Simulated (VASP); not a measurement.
# KF (Fm-3m) in VASP: vibrations by perturbation theory with PBEsol

Aim: the vibrations by perturbation theory of KF with PBEsol.

All numbers are computed with VASP 6.6.1; they aren't measurements. Logs are shortened: lines on timing, memory, paths and dates and some standing lists are left out, and cuts for length are marked.

### Step 1. The cell of the first run

It takes space group Fm-3m (No. 225, cubic). Conventional cell: a = 4.540 Å, b = 4.540 Å, c = 4.540 Å, α = 90.00°, β = 90.00°, γ = 90.00°. Within 3.0 Å of K (site symmetry m-3m) lie 6 F at 2.27 Å. Within 3.0 Å of F (site symmetry m-3m) lie 6 K at 2.27 Å.

### Step 2. Vibrations by perturbation theory, PBEsol

Contents of INCAR:

```
PREC = Accurate ; ENCUT = 520
EDIFF = 1E-8 ; ISMEAR = 0
SIGMA = 0.01 ; LREAL = False
LASPH = True ; NELM = 100
ALGO = Normal ; ISIF = 2
LWAVE = False ; LCHARG = False
GGA = PS ; IBRION = 8
NSW = 1 ; LEPSILON = True
```

Contents of KPOINTS:

```
Automatic mesh
0
Gamma
  8 8 8
```

Contents of POSCAR:

```
KF
1.0
    0.0000000000      2.2701161310      2.2701161310
    2.2701161310      0.0000000000      2.2701161310
    2.2701161310      2.2701161310      0.0000000000
K F
1 1
Direct
    0.0000000000      0.0000000000      0.0000000000
    0.5000000000      0.5000000000      0.5000000000
```

Potentials or basis: VASP PAW PBE potentials, release 64 (K_sv, F).

Started as:

```
cat potpaw_PBE.64/K_sv/POTCAR potpaw_PBE.64/F/POTCAR > POTCAR
mpirun -np 1 vasp_std > vasp.out
```

OUTCAR:

```text
PREC = Accurate
   ENCUT = 520
   EDIFF = 1E-8
   ISMEAR = 0
   LREAL = False
   LASPH = True
   NELM = 100
   ISIF = 2
   GGA = PS
   IBRION = 8
   NSW = 1
   LEPSILON = True

 ion  position               nearest neighbor table
   1  0.000  0.000  0.000-   2 2.27   2 2.27   2 2.27   2 2.27   2 2.27   2 2.27
   2  0.500  0.500  0.500-   1 2.27   1 2.27   1 2.27   1 2.27   1 2.27   1 2.27

  LATTYP: Found a face centered cubic cell.
 ALAT       =     4.5402322620

  Lattice vectors:

 A1 = (   0.0000000000,   2.2701161310,   2.2701161310)
 A2 = (   2.2701161310,   0.0000000000,   2.2701161310)
 A3 = (   2.2701161310,   2.2701161310,   0.0000000000)

Analysis of symmetry for initial positions (statically):
=====================================================================
 Subroutine PRICEL returns:
 Original cell was already a primitive cell.

 Routine SETGRP: Setting up the symmetry group for a
 face centered cubic supercell.

 Subroutine GETGRP returns: Found 48 space group operations
 (whereof 48 operations were pure point group operations)
 out of a pool of 48 trial point group operations.

The static configuration has the point symmetry O_h .

Analysis of symmetry for dynamics (positions and initial velocities):
=====================================================================
 Subroutine PRICEL returns:
 Original cell was already a primitive cell.

 Routine SETGRP: Setting up the symmetry group for a
 face centered cubic supercell.

 Subroutine GETGRP returns: Found 48 space group operations
 (whereof 48 operations were pure point group operations)
 out of a pool of 48 trial point group operations.

The dynamic configuration has the point symmetry O_h .

 Subroutine INISYM returns: Found 48 space group operations
 (whereof 48 operations are pure point group operations),
 and found     1 'primitive' translations

----------------------------------------------------------------------------------------

                                     Primitive cell

  volume of cell :      23.3978

  direct lattice vectors                    reciprocal lattice vectors
     0.000000000  2.270116131  2.270116131    -0.220253049  0.220253049  0.220253049
     2.270116131  0.000000000  2.270116131     0.220253049 -0.220253049  0.220253049
     2.270116131  2.270116131  0.000000000     0.220253049  0.220253049 -0.220253049

  length of vectors
     3.210429021  3.210429021  3.210429021     0.381489472  0.381489472  0.381489472

  position of ions in fractional coordinates (direct lattice)
     0.000000000  0.000000000  0.000000000
     0.500000000  0.500000000  0.500000000

  ion indices of the primitive-cell ions
   primitive index   ion index
                 1           1
                 2           2

----------------------------------------------------------------------------------------

 KPOINTS: Automatic mesh

Automatic generation of k-mesh.
 Grid dimensions read from file:
 generate k-points for:    8    8    8

 Generating k-lattice:

  Cartesian coordinates                     Fractional coordinates (reciprocal lattice)
[... 509 lines left out ...]
  ---------------------------------------------------
  ---------------------------------------------------
  free energy    TOTEN  =        -0.09987542 eV

  energy without entropy =       -0.09987542

------------------------ aborting loop because EDIFF is reached ----------------------------------------

--------------------------------------- Ionic step        2  -------------------------------------------

------------------------ aborting loop because EDIFF is reached ----------------------------------------

--------------------------------------- Ionic step        3  -------------------------------------------

------------------------ aborting loop because EDIFF is reached ----------------------------------------

 PIEZOELECTRIC TENSOR FIELD DIRECTION 3  (e Angst)
 -----------------------------------------------------------------------------
    -0.00007  0.00000  0.00000           ( -0.00000  0.00000  0.00000)
     0.00000 -0.00007 -0.00000           (  0.00000 -0.00000  0.00000)
     0.00000  0.00000 -0.00021           (  0.00000  0.00000 -0.00001)

 PIEZOELECTRIC TENSOR FIELD DIRECTION 3  (C/m^2)
 -----------------------------------------------------------------------------
    -0.00005  0.00000  0.00000
     0.00000 -0.00005 -0.00000
     0.00000  0.00000 -0.00014

--------------------------------------- Ionic step        4  -------------------------------------------

------------------------ aborting loop because EDIFF is reached ----------------------------------------

[... ionic steps 5 to 6 ...]

--------------------------------------- Ionic step        7  -------------------------------------------

 Free energy of the ion-electron system (eV)
  ---------------------------------------------------
  ---------------------------------------------------
  free energy    TOTEN  =        -0.52784613 eV

  energy without entropy =       -0.52784613

------------------------ aborting loop because EDIFF is reached ----------------------------------------

 INTERNAL STRAIN TENSOR  FOR ION    2  DIRECTION 1   (eV/Angst):
 -----------------------------------------------------------------------------
    -0.02784 -0.00000 -0.00000
    -0.00000  0.00454 -0.00000
    -0.00000 -0.00000  0.00454

 MACROSCOPIC STATIC DIELECTRIC TENSOR (including local field effects in DFT)
 ------------------------------------------------------
           2.431533    -0.000000     0.000000
          -0.000000     2.431533     0.000000
          -0.000000    -0.000000     2.431533
 ------------------------------------------------------

 PIEZOELECTRIC TENSOR (including local field effects)  for field in x, y, z        (e  Angst)
          XX          YY          ZZ          XY          YZ          ZX
  --------------------------------------------------------------------------------
  x     0.00000     0.00000     0.00000     0.00000     0.00000     0.00000
  y     0.00000     0.00000     0.00000     0.00000     0.00000     0.00000
  z     0.00000     0.00000     0.00000     0.00000     0.00000     0.00000

 PIEZOELECTRIC TENSOR (including local field effects)  for field in x, y, z        (C/m^2)
          XX          YY          ZZ          XY          YZ          ZX
  --------------------------------------------------------------------------------
  x     0.00000     0.00000     0.00000     0.00000     0.00000     0.00000
  y     0.00000     0.00000     0.00000     0.00000     0.00000     0.00000
  z     0.00000     0.00000     0.00000     0.00000     0.00000     0.00000

 BORN EFFECTIVE CHARGES (including local field effects) (in |e|, cummulative output)
 ---------------------------------------------------------------------------------
 ion    1
    1     1.26911    -0.00000     0.00000
    2     0.00000     1.26911     0.00000
    3     0.00000     0.00000     1.26911
 ion    2
    1    -1.26911     0.00000     0.00000
    2    -0.00000    -1.26911     0.00000
    3     0.00000     0.00000    -1.26911

 INTERNAL STRAIN TENSOR FOR ION    2 for displacements in x,y,z  (eV/Angst):
          X           Y           Z          XY          YZ          ZX
  --------------------------------------------------------------------------------
  x     0.00000     0.00000     0.00000     0.00000     0.00000     0.00000
  y     0.00000     0.00000     0.00000     0.00000     0.00000     0.00000
  z     0.00000     0.00000     0.00000     0.00000     0.00000     0.00000

 SECOND DERIVATIVES (NOT SYMMETRIZED)
 ------------------------------------
               1X          1Y          1Z          2X          2Y          2Z
  1X    -9.589546    0.000000    0.000000    9.589546    0.000000    0.000000
  1Y     0.000000   -9.589546    0.000000    0.000000    9.589546    0.000000
  1Z     0.000000    0.000000   -9.589546    0.000000    0.000000    9.589546
  2X     9.640636    0.000000    0.000000   -9.640636    0.000000    0.000000
  2Y     0.000000    9.640636    0.000000    0.000000   -9.640636    0.000000
  2Z     0.000000    0.000000    9.640636    0.000000    0.000000   -9.640636

 Eigenvectors and eigenvalues of the dynamical matrix
 ----------------------------------------------------

   1 f  =   13.563419 THz    85.221475 2PiTHz  452.426958 cm-1    56.093768 meV
             X         Y         Z           dx          dy          dz
      0.000000  0.000000  0.000000    -0.570826    0.000000    0.000000
      2.270116  2.270116  2.270116     0.821071    0.000000    0.000000
[... 21 lines left out ...]
   6 f/i=    0.016889 THz     0.106118 2PiTHz    0.563365 cm-1     0.069848 meV
             X         Y         Z           dx          dy          dz
      0.000000  0.000000  0.000000    -0.821071    0.000000    0.000000
      2.270116  2.270116  2.270116    -0.570826    0.000000    0.000000

--------------------------------------------------------------------------------------------------------

 MACROSCOPIC STATIC DIELECTRIC TENSOR IONIC CONTRIBUTION
 ------------------------------------------------------
           1.295499     0.000000     0.000000
           0.000000     1.295499     0.000000
           0.000000     0.000000     1.295499
 ------------------------------------------------------

 ELASTIC MODULI CONTR FROM IONIC RELAXATION (kBar)
 Direction    XX          YY          ZZ          XY          YZ          ZX
 --------------------------------------------------------------------------------
 XX           0.0000      0.0000      0.0000      0.0000      0.0000      0.0000
 YY           0.0000      0.0000      0.0000      0.0000      0.0000      0.0000
 ZZ           0.0000      0.0000      0.0000      0.0000      0.0000      0.0000
 XY           0.0000      0.0000      0.0000      0.0000      0.0000      0.0000
 YZ           0.0000      0.0000      0.0000      0.0000      0.0000      0.0000
 ZX           0.0000      0.0000      0.0000      0.0000      0.0000      0.0000
 --------------------------------------------------------------------------------

 PIEZOELECTRIC TENSOR IONIC CONTR  for field in x, y, z        (C/m^2)
          XX          YY          ZZ          XY          YZ          ZX
  --------------------------------------------------------------------------------
  x     0.00000     0.00000     0.00000     0.00000     0.00000     0.00000
  y     0.00000     0.00000     0.00000     0.00000     0.00000     0.00000
  z     0.00000     0.00000     0.00000     0.00000     0.00000     0.00000
```

Wall time 4.2 min (1 thread of Intel Xeon 8259CL, shared host); peak memory 0.18 GiB.

What came out:

- Electronic dielectric tensor (diagonal): 2.43
- Born charges (mean of the diagonal): K +1.27; F -1.27 e
- Highest phonon frequency at Γ, LO-TO splitting left out: 452 cm⁻¹

Phonon frequencies in cm⁻¹ (negative: imaginary):
```csv
q point,frequencies
"(0.000, 0.000, 0.000)",-1 -1 -1 452 452 452
```

Electronic dielectric tensor:
```
2.43 0.00 0.00
0.00 2.43 0.00
0.00 0.00 2.43
```

Born effective charge tensors (e):
atom 1, K
```
1.27 0.00 0.00
0.00 1.27 0.00
0.00 0.00 1.27
```
atom 2, F
```
-1.27  0.00  0.00
 0.00 -1.27  0.00
 0.00  0.00 -1.27
```

Caveat: the cell stands under pressure or tension, which shifts response properties.
